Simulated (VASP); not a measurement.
Write the native input for VASP 6.6.1 that does the following.

| Item | Value |
| --- | --- |
| Task | single point |
| Functional | PBEsol |
| Potentials or basis | VASP PAW PBE potentials, release 64 (Al, Co) |
| Cutoff | 520 eV |
| k mesh | 22 × 22 × 22 |
| Occupations | gaussian, width 0.15 eV |
| Spin | no spin polarisation |
| Dipole correction | no |
| Further INCAR settings | ALGO = Fast; EDIFF = 1e-06; NBANDS = 13 |

The structure of AlCo lies in POSCAR:

```
AlCo
1.0
    2.8225855357      0.0000000000      0.0000000000
    0.0000000000      2.8225855357      0.0000000000
    0.0000000000      0.0000000000      2.8225855357
Al Co
1 1
Direct
   -0.0250517397      0.0250517397      0.0000000000
    0.5000000000      0.5000000000      0.5000000000
```

This cell differs from its parent crystal: all Al atoms moved -0.100 Å, as atom 1 along Cartesian [1 -1 0].

One way to write it, as run:

INCAR

```
PREC = Accurate ; ENCUT = 520
EDIFF = 1E-6 ; ISMEAR = 0
SIGMA = 0.15 ; LREAL = F
LASPH = T ; NELM = 80
ALGO = Fast ; ISIF = 2
LWAVE = F ; LCHARG = T
GGA = PS ; LELF = T
LVHAR = T ; NBANDS = 13
```

KPOINTS

```
Automatic mesh
0
Gamma
  22 22 22
```

Potentials or basis: VASP PAW PBE potentials, release 64 (Al, Co).

The run is started by

```bash
$ cat potpaw_PBE.64/Al/POTCAR potpaw_PBE.64/Co/POTCAR > POTCAR
$ mpirun -np 1 vasp_std > vasp.out
```

It gave:

```
Pressure               : 0.5 GPa
Largest force          : 0.804 eV/Å
Band gap on the k mesh : zero (band 6 reaches 13.18 eV, above the bottom of band 7 at 10.57 eV)
```

Caveat: the cell differs from its parent crystal (all Al atoms moved -0.100 Å, as atom 1 along Cartesian [1 -1 0]); the PAW data sets were made with another functional, which shifts forces and pressure a little.

Wall time 15 min on 1 thread of AMD EPYC 7R13, on a shared host, peak memory 0.55 GiB.
